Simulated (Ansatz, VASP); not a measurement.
One calculation of FeSi2, two programs

Contents of INCAR:

```
ALGO     = Normal         # electronic algorithm
EDIFF    = 1E-7           # SCF threshold, eV
EDIFFG   = -0.001         # ionic threshold
ENCUT    = 600            # plane-wave cutoff, eV
IBRION   = 2              # ionic algorithm
ISIF     = 3              # what is computed and relaxed
ISMEAR   = -1             # smearing method
LASPH    = T              # aspherical terms in the spheres
LCHARG   = F              # write CHGCAR
LREAL    = F              # projectors in reciprocal space
LWAVE    = F              # write WAVECAR
NELM     = 100            # most SCF steps
NSW      = 80             # ionic steps
PREC     = Accurate       # precision mode
SIGMA    = 0.15           # smearing width, eV
```

The input KPOINTS:

```
k-points
0
Gamma
  16 16 8
```

File POSCAR:

```
FeSi2
1.0
    2.6591956006      0.0000000000      0.0000000000
    0.0000000000      2.6591956006      0.0000000000
    0.0000000000      0.0000000000      5.0669515156
Fe Si
1 2
Direct
    0.0000000000      0.0000000000      0.0000000000
    0.5000000000      0.5000000000      0.2713853252
    0.5000000000      0.5000000000      0.7286146748
```

Input for Ansatz:

```yaml
crystal:
  lattice:
    - [2.6591955998, 0.0, 0.0]
    - [0.0, 2.6591955998, 0.0]
    - [0.0, 0.0, 5.0669515202]
  atoms:
    - { symbol: Fe, position: [0.0, 0.0, 0.0] }
    - { symbol: Si, position: [0.5, 0.5, 0.2713853251] }
    - { symbol: Si, position: [0.5, 0.5, 0.7286146749] }
basis:
  ecutwfc: 420
kpoints:
  mp_grid: { grid: [16, 16, 8] }
hamiltonian:
  xc: lda
scf:
  occupations: { method: fermi_dirac, width: 0.15 }
output:
  forces: true
  stress: true
  eigenvalues: true
  write_density: true
  write_potential: true
  elf: true
  volumetric_format: npy
relax:
  adjacent_minimum: "off"
  f_tol: 0.001
  max_steps: 60
  cell: { stress_tol: 0.01 }
```

Alike in both runs: task relaxation of cell and atoms; functional LDA; k mesh 16 × 16 × 8; occupations fermi-dirac, width 0.15 eV; no spin polarisation.

|  | VASP | Ansatz |
| --- | --- | --- |
| version | VASP 6.6.1 | Ansatz 0.2.0 |
| potentials or method | VASP PAW LDA potentials, release 64 (Fe, Si), cutoff 600 eV | scalar-relativistic, plane waves, PAW |
| valence electrons in the cell | 16 | 24 |

```csv
,VASP,Ansatz,Ansatz less VASP
"gap on the k mesh at the Fermi level, each at its own relaxed structure (eV)",none,none,-
relaxed volume (Å³/atom),12.00,11.97,-0.030
relaxed cell length with the largest relative difference (Å),2.664,2.662,-0.0023
```

LDA's correlation is that of Perdew and Zunger in VASP and of Perdew and Wang (1992) in Ansatz. A gap of «none» marks a metal or a gap that the smearing closes. VASP's potentials hold 16 valence electrons a cell and Ansatz's 24, so a difference there can come from the potentials and not from the codes.
